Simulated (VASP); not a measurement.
## Be3Cd2S: relaxation of cell and atoms with PBE

Crystal: Be3Cd2S.

```
CELL_PARAMETERS angstrom
2.59151 1.49621 3.96513
-2.59151 1.49621 3.96513
0.00000 -2.99241 3.96513
ATOMIC_POSITIONS crystal
Be 0.00000 0.50000 0.00000
Be 0.50000 0.00000 0.00000
Be 0.00000 0.00000 0.50000
Cd 0.62723 0.62723 0.62723
Cd 0.37277 0.37277 0.37277
S 0.00000 0.00000 0.00000
```

The cell was generated, and may not be a known phase.

```json
{
  "Program": "VASP 6.6.1",
  "Task": "relaxation of cell and atoms",
  "Functional": "PBE",
  "Potentials or basis": "VASP PAW PBE potentials, release 64 (Be, Cd, S)",
  "Cutoff": "600 eV",
  "k mesh": "6 × 6 × 6",
  "Occupations": "gaussian, width 0.1 eV",
  "Spin": "no spin polarisation",
  "Dipole correction": "no",
  "Further INCAR settings": "ALGO = Normal; EDIFF = 1e-07; IBRION = 2; EDIFFG = -0.04; NSW = 90; ISIF = 3"
}
```

| Property | Result |
| --- | --- |
| Relaxed volume | 14.55 Å³/atom |
| Relaxed cell | a = 4.664 Å, b = 4.664 Å, c = 4.664 Å, α = 70.53°, β = 70.53°, γ = 70.53° |
| Space group after relaxing (to 0.1 Å) | R-3m (No. 166) |
| Energy gained by relaxing | 79.7 meV/atom |
| Ionic steps | 9 |
| Pressure after relaxing | -0.1 GPa |
| Largest force after relaxing | 0.022 eV/Å |
| Band gap on the k mesh | zero (bands 18 and 19 overlap by 1.31 eV) |

Forces on the atoms (eV/Å):
```
Be   0.000  0.000  0.000
Be   0.000  0.000  0.000
Be   0.000  0.000  0.000
Cd   0.000  0.000 -0.022
Cd   0.000  0.000  0.022
S    0.000  0.000  0.000
```

Stress tensor (GPa, compression positive):
```
 0.09  0.00  0.00
 0.00  0.09  0.00
 0.00  0.00 -0.34
```

The path:
```
step  energy change (eV)  largest force (eV/Å)  pressure (GPa)  volume (Å³)
   1              0.0000                0.3711           -4.45        92.25
   2             -0.2041                0.2188           -0.42        86.62
   3             -0.2516                0.0097            3.33        82.95
   4             -0.3485                0.7385            4.25        82.86
   5             -0.3484                0.7757            4.31        82.85
   6             -0.4537                0.4578           -0.74        87.98
   7             -0.4542                0.4376           -1.04        88.35
   8             -0.4750                0.1456           -0.46        87.69
   9             -0.4784                0.0221           -0.05        87.29
```

Final structure:
```xyz
6
Lattice="2.6925 1.5545 3.4761 -2.6925 1.5545 3.4761 0.0000 -3.1090 3.4761" Properties=species:S:1:pos:R:3 pbc="T T T"
Be   -1.3462    0.7773    1.7381
Be    1.3462    0.7773    1.7381
Be    0.0000   -1.5545    1.7381
Cd    0.0000    0.0000    6.5864
Cd    0.0000    0.0000    3.8419
S     0.0000    0.0000    0.0000
```

Levels at points of the mesh, in eV from the Fermi level:
```tsv
k point	band 14	band 15	band 16	band 17	band 18	band 19	band 20	band 21	band 22
(0.00, 0.00, 0.00)	-5.10	-5.10	-1.63	-0.81	-0.81	0.89	1.01	1.01	2.67
(0.50, 0.00, 0.00)	-5.33	-4.61	-1.97	-1.11	-0.88	0.77	1.39	1.54	2.14
(0.50, 0.50, 0.00)	-5.74	-5.30	-3.89	-1.01	0.45	1.97	2.20	2.53	2.72
(0.50, 0.50, 0.50)	-4.95	-4.95	-2.95	-2.95	-2.18	0.27	1.91	2.29	2.29
```

Run time: 16 min on 1 thread of Intel Xeon 8259CL (shared host), peak memory 0.31 GiB.
